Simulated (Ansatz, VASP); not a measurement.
## One calculation of CdS5, two programs

```
Cd S
1.0
     6.78553    0.00000    0.00000
    -3.39276    5.87644    0.00000
     0.00000    0.00000    3.15586
Cd S
1 5
Direct
  0.00000 0.00000 0.00000
  0.33333 0.66667 0.00000
  0.66667 0.33333 0.00000
  0.50000 0.00000 0.50000
  0.50000 0.50000 0.50000
  0.00000 0.50000 0.50000
```

Change from the starting cell: species swapped into the LaCo5 type (P6/mmm, No. 191).

Alike in both runs: task relaxation of cell and atoms; functional PBE; k mesh 3 × 3 × 6; occupations gaussian, width 0.1 eV; no spin polarisation.

|  | VASP | Ansatz |
| --- | --- | --- |
| version | VASP 6.6.1 | Ansatz 0.2.0 |
| potentials or method | VASP PAW PBE potentials, release 64 (Cd, S), cutoff 600 eV | scalar-relativistic, plane waves, PAW |
| valence electrons in the cell | 42 | 50 |

```tsv
	VASP	Ansatz	Ansatz less VASP
gap on the k mesh at the Fermi level, each at its own relaxed structure (eV)	none	none	-
relaxed volume (Å³/atom)	20.38	20.38	+0.003
relaxed cell length with the largest relative difference (Å)	3.171	3.174	+0.0026
```

A gap of «none» marks a metal or a gap that the smearing closes. VASP's potentials hold 42 valence electrons a cell and Ansatz's 50, so a difference there can come from the potentials and not from the codes.
